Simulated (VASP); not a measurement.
# V (Fmmm) in VASP: single point with PBE

Aim: the single point of V with PBE.

Program: VASP 6.6.1. These are calculated values, not measurements. Logs are shortened: lines on timing, memory, paths and dates and some standing lists are left out, and cuts for length are marked.

## (1) The cell of the first run

Symmetry: Fmmm, No. 69, orthorhombic system. Conventional cell: a = 2.894 Å, b = 4.337 Å, c = 8.894 Å, α = 90.00°, β = 90.00°, γ = 90.00°. V (site symmetry mm2) has 11 V at 2.44 to 2.95 Å within 3.2 Å.

## (2) Single point, PBE

The input, INCAR:

```
PREC = Accurate
ENCUT = 520
EDIFF = 1E-7
ISMEAR = 0
SIGMA = 0.1
LREAL = F
LASPH = T
NELM = 60
ALGO = Normal
ISIF = 2
LWAVE = F
LCHARG = F
GGA = PE
NBANDS = 34
```

The input, KPOINTS:

```
Automatic mesh
0
Gamma
  6 6 4
```

The input, POSCAR:

```
V
1.0
    2.1683527654     -4.4471635623      0.0000000000
    2.1683527654      4.4471635623      0.0000000000
    0.0000000000      0.0000000000      2.8936052713
V
4
Direct
    0.1371537690      0.8628462310      0.0000008258
    0.6371537690      0.3628462310      0.4999991742
    0.8628462310      0.1371537690      0.9999991742
    0.3628462310      0.6371537690      0.5000008258
```

Potentials or basis: VASP PAW PBE potentials, release 64 (V_sv).

On the command line:

```bash
cat potpaw_PBE.64/V_sv/POTCAR > POTCAR
mpirun -np 1 vasp_std > vasp.out
```

OUTCAR:

```text
PREC = Accurate
   ENCUT = 520
   EDIFF = 1E-7
   ISMEAR = 0
   LREAL = F
   LASPH = T
   NELM = 60
   ISIF = 2
   GGA = PE

 ion  position               nearest neighbor table
   1  0.137  0.863  0.000-   3 2.44   4 2.47   4 2.47   2 2.61   2 2.61   2 2.61   2 2.61
   2  0.637  0.363  0.500-   4 2.44   3 2.47   3 2.47   1 2.61   1 2.61   1 2.61   1 2.61
   3  0.863  0.137  1.000-   1 2.44   2 2.47   2 2.47   4 2.61   4 2.61   4 2.61   4 2.61
   4  0.363  0.637  0.500-   2 2.44   1 2.47   1 2.47   3 2.61   3 2.61   3 2.61   3 2.61

  LATTYP: Found a base centered orthorhombic cell.
 ALAT       =     4.3367055308
 B/A-ratio  =     2.0509409877
 C/A-ratio  =     0.6672358201

  Lattice vectors:

 A1 = (   2.1683527654,  -4.4471635623,   0.0000000000)
 A2 = (   2.1683527654,   4.4471635623,   0.0000000000)
 A3 = (   0.0000000000,   0.0000000000,   2.8936052713)

Analysis of symmetry for initial positions (statically):
=====================================================================
 Subroutine PRICEL returns following result:

  LATTYP: Found a face centered orthorhombic cell.
 ALAT       =     2.8936052713
 B/A-ratio  =     1.4987204972
 C/A-ratio  =     3.0737872967

  Lattice vectors:

 A1 = (   2.1683527654,   4.4471635623,   0.0000000000)
 A2 = (   0.0000000000,   4.4471635623,   1.4468074147)
 A3 = (   2.1683527654,   0.0000000000,   1.4467978566)

   2 primitive cells build up your supercell.

 Routine SETGRP: Setting up the symmetry group for a
 base centered orthorhombic supercell.

 Subroutine GETGRP returns: Found  8 space group operations
 (whereof  8 operations were pure point group operations)
 out of a pool of  8 trial point group operations.

The static configuration has the point symmetry D_2h.

Analysis of symmetry for dynamics (positions and initial velocities):
=====================================================================
 Subroutine PRICEL returns following result:

  LATTYP: Found a face centered orthorhombic cell.
 ALAT       =     2.8936052713
 B/A-ratio  =     1.4987204972
 C/A-ratio  =     3.0737872967

  Lattice vectors:

 A1 = (   2.1683527654,   4.4471635623,   0.0000000000)
 A2 = (   0.0000000000,   4.4471635623,   1.4468074147)
 A3 = (   2.1683527654,   0.0000000000,   1.4467978566)

   2 primitive cells build up your supercell.

 Routine SETGRP: Setting up the symmetry group for a
 base centered orthorhombic supercell.

[... 102 lines left out ...]
   ENCUT  =  520.0 eV  38.22 Ry    6.18 a.u.   9.20  9.20  5.38*2*pi/ulx,y,z
   NELM   =     60;   NELMIN=  2; NELMDL= -5     # of ELM steps
   EDIFF  = 0.1E-06   stopping-criterion for ELM
   LREAL  =      F    real-space projection
   EDIFFG = 0.1E-05   stopping-criterion for IOM
   NSW    =      0    number of steps for IOM
   IBRION =     -1    ionic relax: 0-MD 1-quasi-New 2-CG
   NFREE  =      0    steps in history (QN), initial steepest desc. (CG)
   ISIF   =      2    stress and relaxation
   ISYM   =      2    0-nonsym 1-usesym 2-fastsym
   POTIM  = 0.5000    time-step for ionic-motion
   TEBEG  =    0.0;   TEEND  =   0.0 temperature during run
   PSTRESS=    0.0 pullay stress
   NELECT =      52.0000    total number of electrons
   NUPDOWN=      -1.0000    fix difference up-down
   EMIN   =  10.00;   EMAX   =-10.00  energy-range for DOS
   EFERMI =   0.00;   METHOD = LEGACY
   ISMEAR =     0;   SIGMA  =   0.10  broadening in eV -4-tet -1-fermi 0-gaus
   EFERMI_NEDOS =   21; number of points for ismear=-14 and -15
   IALGO  =     38    algorithm
   IMIX   =      4    mixing-type and parameters
     AMIX     =   0.40;   BMIX     =  1.00
     AMIX_MAG =   1.60;   BMIX_MAG =  1.00
  volume/ion in A,a.u.               =      13.95        94.15
  Fermi-wavevector in a.u.,A,eV,Ry     =   1.599000  3.021672 34.787396  2.556801
  Thomas-Fermi vector in A             =   2.696362
   LORBIT       =      0    0 simple, 1 ext, 2 COOP (PROOUT), +10 PAW based schemes
   GGA     = PE    functional components
   LHFCALC =     F    Hartree Fock is set to
   AEXX    =    0.0000 exact exchange contribution
   IVDW    =     0    specifies the selected vdW correction
   LEPSILON=     F    determine dielectric tensor
   LRPA    =     F    only Hartree local field effects (RPA)
 non-spin polarized calculation
 Gauss-broadening in eV      SIGMA  =   0.10
  energy-cutoff  :      520.00
  volume of cell :       55.81
 maximum number of plane-waves:      1531
 NGX is ok and might be reduce to    40
   NGX = 19   NGY = 19   NGZ = 11

 number of electron      52.0000005 magnetization

 Free energy of the ion-electron system (eV)
  ---------------------------------------------------
  ext. energy  EPLUGINS =         0.00000000
  ---------------------------------------------------
  free energy    TOTEN  =       -34.96525840 eV

  energy without entropy =      -34.93999787  energy(sigma->0) =      -34.95262813

 E-fermi :   9.6690     XC(G=0): -12.6557

 val. band max:        9.6673440502   @ k =   0.5000   0.5000   0.2500
 cond. band min:       9.6805269135   @ k =   0.1667   0.0000   0.0000
 fundamental gap:      0.0131828632
 Fermi energy:         9.6690228674

 k-point     1 :       0.0000    0.0000    0.0000
  band No.  band energies     occupation
      1     -54.4577      2.00000
      2     -54.2137      2.00000
      3     -54.1977      2.00000
      4     -54.1565      2.00000
      5     -28.8428      2.00000
      6     -28.5153      2.00000
[... 877 lines left out ...]
     33      11.6751      0.00000
     34      11.7834      0.00000

 [... further k-points ...]

------------------------ aborting loop because EDIFF is reached ----------------------------------------

  FORCE on cell =-STRESS in cart. coord.  units (eV):
  Direction    XX          YY          ZZ          XY          YZ          ZX
  --------------------------------------------------------------------------------------
  -------------------------------------------------------------------------------------
  Total        0.0801399      0.1864050      0.0024609     -0.0000000      0.0000000      0.0000000
  in kB        2.3007915      5.3516264      0.0706528     -0.0000000      0.0000000      0.0000000
  external PRESSURE =       2.5743569 kB  Pullay stress =       0.0000000 kB

 VOLUME and BASIS-vectors are now :
 -----------------------------------------------------------------------------
  energy-cutoff  :      520.00
  volume of cell :       55.81
      direct lattice vectors                 reciprocal lattice vectors
     2.168352765 -4.447163562  0.000000000     0.230589786 -0.112431214  0.000000000
     2.168352765  4.447163562  0.000000000     0.230589786  0.112431214  0.000000000
     0.000000000  0.000000000  2.893605271     0.000000000  0.000000000  0.345589639

 POSITION                                       TOTAL-FORCE (eV/Angst)
 -----------------------------------------------------------------------------------
      2.16835      3.22727      0.00000         0.000000      0.040836      0.000000
      2.16835     -1.21989      1.44680         0.000000      0.040836      0.000000
      2.16835     -3.22727      2.89360         0.000000     -0.040836      0.000000
      2.16835      1.21989      1.44681         0.000000     -0.040836      0.000000
 -----------------------------------------------------------------------------------
    total drift:                                0.000000      0.000000      0.000000

  FREE ENERGIE OF THE ION-ELECTRON SYSTEM (eV)
  ---------------------------------------------------
  free  energy   TOTEN  =       -34.9652583983 eV

  energy  without entropy=      -34.9399978670  energy(sigma->0) =      -34.95262813
```

stdout:

```text
POSCAR found type information on POSCAR V
 POSCAR found :  1 types and       4 ions
 scaLAPACK will be used
 LDA part: xc-table for (Slater+PW92), standard interpolation
 POSCAR, INCAR and KPOINTS ok, starting setup
 FFT: planning ... GRIDC
 FFT: planning ... GRID_SOFT
 FFT: planning ... GRID
 WAVECAR not read
 entering main loop
```

It took 62 s on 1 thread of Intel Xeon Platinum 8259CL at 2.50GHz (Skylake/Cascade Lake), shared host; peak memory 0.21 GiB.

Results:

```
Free energy            : -34.9653 eV
Pressure               : 0.3 GPa
Largest force          : 0.041 eV/Å
Band gap on the k mesh : zero (bands 26 and 27 overlap by 0.89 eV)
```

Forces in eV/Å, atoms in the order of the input:
```
V    0.000  0.041  0.000
V    0.000  0.041  0.000
V    0.000 -0.041  0.000
V    0.000 -0.041  0.000
```

Stress tensor (GPa, compression positive):
```
0.23 0.00 0.00
0.00 0.54 0.00
0.00 0.00 0.01
```

Caveat: the k points lie up to 0.54 Å⁻¹ apart, too coarse for converged energies and pressures of a metal.
